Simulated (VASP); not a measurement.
Input of a VASP 6.6.1 run:

File INCAR:

```
PREC = Accurate ; ENCUT = 520
EDIFF = 1E-7 ; ISMEAR = 0
SIGMA = 0.05 ; LREAL = F
LASPH = T ; NELM = 60
ALGO = Normal ; ISIF = 2
LWAVE = F ; LCHARG = F
GGA = PS ; NBANDS = 22
```

Contents of KPOINTS:

```
regular mesh
0
Gamma
  4 4 2
```

File POSCAR:

```
F
1.0
    3.3222626172     -1.7622687485     -0.2562415537
    3.3222626172      1.7622687485     -0.2562415537
   -2.5421318239      0.0000000000      7.0756491283
F
4
Direct
    0.0848459664      0.0848459664      0.0940038325
    0.9151540336      0.9151540336      0.9059961675
    0.5015719855      0.5015719855      0.5937195244
    0.4984280145      0.4984280145      0.4062804756
```

Potentials or basis: VASP PAW PBE potentials, release 64 (F).

Run with:

```bash
$ cat potpaw_PBE.64/F/POTCAR > POTCAR
$ mpirun -np 1 vasp_std > vasp.out
```

(1) Estimate the band gap on the k mesh.

(2) Estimate the pressure.

Answers

(1) 3.06 eV, indirect (least direct gap 3.15 eV).

(2) 0.2 GPa.

Caveat: the k points lie up to 0.52 Å⁻¹ apart; the PAW data sets were made with another functional, which shifts forces and pressure a little.
